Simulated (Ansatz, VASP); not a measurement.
**NaF: VASP beside Ansatz**

```xyz
2
Lattice="0.0000 2.3233 2.3233 2.3233 0.0000 2.3233 2.3233 2.3233 0.0000" Properties=species:S:1:pos:R:3 pbc="T T T"
Na    0.0000   -0.4500   -0.2250
F     2.3233    2.3233    2.3233
```

Alike in both runs: task single point; functional LDA; k mesh 8 × 8 × 8; occupations gaussian, width 0.05 eV; no spin polarisation.

```csv
,VASP,Ansatz
version,VASP 6.6.1,Ansatz 0.2.0
potentials or method,"VASP PAW LDA potentials, release 64 (Na_pv, F), cutoff 520 eV","scalar-relativistic, plane waves, PAW"
valence electrons in the cell,14,16
```

```tsv
	VASP	Ansatz	Ansatz less VASP
gap on the k mesh at the Fermi level (eV)	5.88	5.90	+0.026
least direct gap on the mesh (eV)	5.88	5.90	+0.026
pressure (GPa)	4.1	4.0	-0.12
traceless stress, the component that is largest in VASP (GPa)	15.27	14.82	-0.449
rms of the force components (eV/Å)	1.214	1.177	-0.0374
```

LDA's correlation is that of Perdew and Zunger in VASP and of Perdew and Wang (1992) in Ansatz. Atom by atom the forces differ by 0.037 eV/Å (rms over components). VASP's potentials hold 14 valence electrons a cell and Ansatz's 16, so a difference there can come from the potentials and not from the codes.
